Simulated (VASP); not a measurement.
The system is Pr2SbSe2.

```
Pr Sb Se
1.0
     4.46564    0.00000    0.00000
    -2.23282    3.86735    0.00000
     0.00000    0.00000    7.41198
Pr Sb Se
2 1 2
Direct
  0.33333 0.66667 0.24900
  0.66667 0.33333 0.75100
  0.00000 0.00000 0.00000
  0.66667 0.33333 0.39100
  0.33333 0.66667 0.60900
```

The cell was built from a structure type or drawn by symmetry, and may not be a known phase.

| Property | Result |
| --- | --- |
| Program | VASP 6.6.1 |
| Task | relaxation of cell and atoms |
| Functional | PBE |
| Potentials or basis | VASP PAW PBE potentials, release 64 (Pr, Sb, Se) |
| Cutoff | 600 eV |
| k mesh | 6 × 6 × 4 |
| Occupations | gaussian, width 0.1 eV |
| Spin | no spin polarisation |

At the start: pressure 10.9 GPa; volume 25.60 Å³/atom.

Question: How do energy, volume and symmetry change on relaxing?

Answer: Over 15 steps the energy falls by 192.1 meV/atom and the volume is 29.41 Å³/atom (+14.9 %); space group P-3m1 (No. 164, to 0.1 Å) before and after.

Step by step:
| step | energy change (eV) | largest force (eV/Å) | pressure (GPa) | volume (Å³) |
| --- | --- | --- | --- | --- |
| 1 | 0.0000 | 2.0134 | 10.95 | 128.01 |
| 2 | -0.5941 | 0.6291 | -4.80 | 163.14 |
| 3 | -0.8111 | 0.8019 | -0.83 | 149.01 |
| 4 | -0.8139 | 0.8117 | -0.57 | 148.57 |
| 5 | -0.8692 | 0.5802 | -0.01 | 147.02 |
| 6 | -0.9048 | 0.2690 | 0.93 | 144.95 |
| 7 | -0.9066 | 0.1796 | 1.21 | 144.36 |
| 8 | -0.9379 | 0.0599 | 0.03 | 147.49 |
| 9 | -0.9410 | 0.0123 | -0.44 | 148.87 |
| 10 | -0.9514 | 0.0323 | -0.25 | 148.08 |
| 11 | -0.9581 | 0.0564 | 0.05 | 147.02 |
| 12 | -0.9588 | 0.0642 | 0.17 | 146.61 |
| 13 | -0.9598 | 0.0623 | -0.17 | 147.36 |
| 14 | -0.9598 | 0.0633 | -0.08 | 147.27 |
| 15 | -0.9604 | 0.0306 | 0.03 | 147.04 |

Final structure:
```yaml
crystal:
  lattice:
    - [4.72795, 0.00000, 0.00000]
    - [-2.36397, 4.09452, 0.00000]
    - [0.00000, 0.00000, 7.59554]
  atoms:
    - { symbol: Pr, position: [0.33333, 0.66667, 0.24284] }
    - { symbol: Pr, position: [0.66667, 0.33333, 0.75716] }
    - { symbol: Sb, position: [0.00000, 0.00000, 0.00000] }
    - { symbol: Se, position: [0.66667, 0.33333, 0.35817] }
    - { symbol: Se, position: [0.33333, 0.66667, 0.64183] }
```

Caveat: the run has no spin polarisation, though such a crystal can be magnetic; semilocal functionals describe open f shells poorly, which spoils levels, moments and volumes.
